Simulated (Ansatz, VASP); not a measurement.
## Cu in VASP and in Ansatz

```
Cu
1.0
     2.53076    0.00000    0.00000
    -1.26538    2.19171    0.00000
     0.00000    0.00000    8.26182
Cu
4
Direct
  0.00000 0.00000 0.00000
  0.33333 0.66667 0.25000
  0.00000 0.00000 0.50000
  0.66667 0.33333 0.75000
```

Alike in both runs: task single point; functional LDA; k mesh 9 × 9 × 3; occupations fermi-dirac, width 0.1 eV; no spin polarisation.

|  | VASP | Ansatz |
| --- | --- | --- |
| version | VASP 6.6.1 | Ansatz 0.2.0 |
| potentials or method | VASP PAW LDA potentials, release 64 (Cu_sv_GW) | plane waves, PAW |
| plane-wave cutoff (eV) | 820 | 420 |
| valence electrons in the cell | 76 | 76 |

VASP gave:

```
gap on the k mesh at the Fermi level (eV)                     : none
pressure (GPa)                                                : -9.7
traceless stress, the component that is largest in VASP (GPa) : 1.05
```

Problem. Which values does Ansatz return?

Solution. gap on the k mesh at the Fermi level (eV): none; pressure (GPa): -8.4; traceless stress, the component that is largest in VASP (GPa): 1.06.

LDA's correlation is that of Perdew and Zunger in VASP and of Perdew and Wang (1992) in Ansatz. A gap of «none» marks a metal or a gap that the smearing closes.
